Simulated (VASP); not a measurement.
Write the native input for VASP 6.6.1 that does the following.

| Property | Result |
| --- | --- |
| Task | single point |
| Functional | PBE |
| Potentials or basis | VASP PAW PBE potentials, release 64 (Cu, Au) |
| Cutoff | 520 eV |
| k mesh | 4 × 4 × 3 |
| Occupations | fermi-dirac, width 0.33 eV |
| Spin | collinear spin, ferromagnetic start |
| Starting moments | [1.0, 0.0] μB |
| Dipole correction | no |
| Further INCAR settings | ALGO = Fast; EDIFF = 1e-07; NBANDS = 22 |

The structure of CuAu lies in POSCAR:

```
CuAu
1.0
    2.8000000000      0.0000000000      0.0000000000
    0.0000000000      2.8000000000      0.0000000000
    0.0000000000      0.0000000000      3.6700000000
Cu Au
1 1
Direct
    0.5000000000      0.5000000000      0.5000000000
    0.0000000000      0.0000000000      0.0000000000
```

One way to write it, as run:

INCAR

```
SYSTEM = CuAu
ALGO     = Fast           ! electronic algorithm
EDIFF    = 1E-7           ! SCF threshold, eV
ENCUT    = 520            ! plane-wave cutoff, eV
GGA      = PE             ! functional
ISIF     = 2              ! what is computed and relaxed
ISMEAR   = -1             ! smearing method
ISPIN    = 2              ! spin polarisation
LASPH    = .True.         ! aspherical terms in the spheres
LCHARG   = .False.        ! write CHGCAR
LMAXMIX  = 4              ! l up to which the mixer works
LORBIT   = 11             ! projections on sites
LREAL    = .False.        ! projectors in reciprocal space
LWAVE    = .False.        ! write WAVECAR
MAGMOM   = 1 0            ! initial moments
NBANDS   = 22             ! bands
NELM     = 150            ! most SCF steps
PREC     = Accurate       ! precision mode
SIGMA    = 0.33           ! smearing width, eV
```

KPOINTS

```
k-points
0
Gamma
  4 4 3
  0 0 0
```

Potentials or basis: VASP PAW PBE potentials, release 64 (Cu, Au).

Launch:

```console
$ cat potpaw_PBE.64/Cu/POTCAR potpaw_PBE.64/Au/POTCAR > POTCAR
$ mpirun -np 1 vasp_std > vasp.out
```

Results of the run:

```json
{
 "Pressure": "8.1 GPa",
 "Band gap on the k mesh": "zero (filled and empty bands overlap)",
 "Net moment": "0.00 μB per cell",
 "Valence electrons inside the program's atomic spheres": "Cu 9.93; Au 9.74"
}
```

Caveat: the k points lie up to 0.57 Å⁻¹ apart; spin-orbit coupling is left out, which moves the levels of the heavy elements.

Run time: 12 s on 1 thread of Intel(R) Xeon(R) 6975P-C (Granite Rapids), with other jobs on the host, peak memory 0.16 GiB.
